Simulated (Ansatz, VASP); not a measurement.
## Fe: VASP beside Ansatz

```
Fe
1.0
    -1.40665    1.40665    1.40665
     1.40665   -1.40665    1.40665
     1.40665    1.40665   -1.40665
Fe
1
Direct
  0.00000 0.00000 0.00000
```

Alike in both runs: task single point; functional PBE; k mesh 10 × 10 × 10; occupations gaussian, width 0.05 eV; collinear spin.

|  | VASP | Ansatz |
| --- | --- | --- |
| version | VASP 6.6.1 | Ansatz 0.2.0 |
| potentials or method | VASP PAW PBE potentials, release 64 (Fe), cutoff 600 eV | scalar-relativistic, plane waves, PAW |
| valence electrons in the cell | 8 | 16 |

|  | VASP | Ansatz | Ansatz less VASP |
| --- | --- | --- | --- |
| gap on the k mesh at the Fermi level (eV) | none | none | - |
| pressure (GPa) | 3.2 | 3.7 | +0.54 |
| net moment per atom (μB) | 2.13 | 2.13 | 0.000 |
| size of the moment on the site where the two differ most (μB) | 2.13 | 2.18 | +0.053 |

Site moments also hang on the region over which each program counts them. A gap of «none» marks a metal or a gap that the smearing closes. The functional is the same, so the differences come from potentials, cutoffs and numerics. VASP's potentials hold 8 valence electrons a cell and Ansatz's 16, so a difference there can come from the potentials and not from the codes.
